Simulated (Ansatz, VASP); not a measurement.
One calculation of SnTe, two programs

```xyz
2
Lattice="0.0000 3.1565 3.1881 3.1565 0.0000 3.1881 3.1565 3.1565 0.0000" Properties=species:S:1:pos:R:3 pbc="T T T"
Sn    0.0000    0.0000    0.0000
Te    3.1565    3.1565    3.1881
```

Change from the starting cell: zz strain of +1 %, crystal datasets.

Alike in both runs: task electric field gradients; functional PBEsol; k mesh 11 × 11 × 11; occupations fermi-dirac, width 0.08 eV; no spin polarisation.

|  | VASP | Ansatz |
| --- | --- | --- |
| version | VASP 6.6.1 | Ansatz 0.2.0 |
| potentials or method | VASP PAW PBE potentials, release 64 (Sn_d, Te), cutoff 520 eV | all-electron PAW with datasets made for the crystal, scalar-relativistic |

Ansatz gave:

- pressure (GPa): -1.0
- traceless stress, the component that is largest in VASP (GPa): -0.80
- size of Vzz on the site where it differs most (V/Å²): 15.1

Which values does VASP return?

Pressure (GPa): -1.0; traceless stress, the component that is largest in VASP (GPa): -0.80; size of Vzz on the site where it differs most (V/Å²): 14.6.

VASP's potentials were made for PBE, not for PBEsol. Ansatz ran all-electron here, and VASP with PAW potentials.

Spin-orbit coupling is off throughout.
